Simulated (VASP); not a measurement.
Write the native input for VASP 6.6.1 that does the following.

```yaml
Task: relaxation of cell and atoms
Functional: PBE
Potentials_or_basis: VASP PAW PBE potentials, release 64 (Ag)
Cutoff: 600 eV
k_mesh: 18 × 18 × 18
Occupations: gaussian, width 0.1 eV
Spin: no spin polarisation
Target_pressure: 20 GPa
Dipole_correction: no
Further_INCAR_settings: ALGO = Fast; EDIFF = 1e-07; IBRION = 2; EDIFFG = -0.008; NSW = 70; ISIF = 3
```

The structure of Ag lies in POSCAR:

```
Ag
1.0
    0.0000000000      1.9723993572      1.9723993572
    1.9723993572      0.0000000000      1.9723993572
    1.9723993572      1.9723993572      0.0000000000
Ag
1
Direct
    0.0000000000      0.0000000000      0.0000000000
```

The input as run:

INCAR

```
  ALGO = Fast
  EDIFF = 1E-7
  EDIFFG = -0.008
  ENCUT = 600
  GGA = PE
  IBRION = 2
  ISIF = 3
  ISMEAR = 0
  LASPH = T
  LCHARG = F
  LREAL = F
  LWAVE = F
  NELM = 60
  NSW = 70
  PREC = Accurate
  PSTRESS = 200.0
  SIGMA = 0.1
```

KPOINTS

```
k-points
0
Gamma
  18 18 18
```

Potentials or basis: VASP PAW PBE potentials, release 64 (Ag).

Launch:

```sh
$ cat potpaw_PBE.64/Ag/POTCAR > POTCAR
$ mpirun -np 1 vasp_std > vasp.out
```

It gave:

```yaml
Relaxed_volume: 15.42 Å³/atom
Relaxed_cell: a = 2.794 Å, b = 2.794 Å, c = 2.794 Å, α = 60.00°, β = 60.00°, γ = 60.00°
Space_group_after_relaxing_to_0.05_Å: Fm-3m (No. 225)
Energy_change_on_relaxing_the_enthalpy_is_what_falls: -9.5 meV/atom
Ionic_steps: 3
Pressure_after_relaxing: 20.0 GPa
```

Caveat: the cell is relaxed towards a set pressure, so the enthalpy falls and the energy may rise.

It took 59 s on 1 thread of Intel(R) Xeon(R) Platinum 8488C (Sapphire Rapids), with other jobs on the host, peak memory 0.17 GiB.
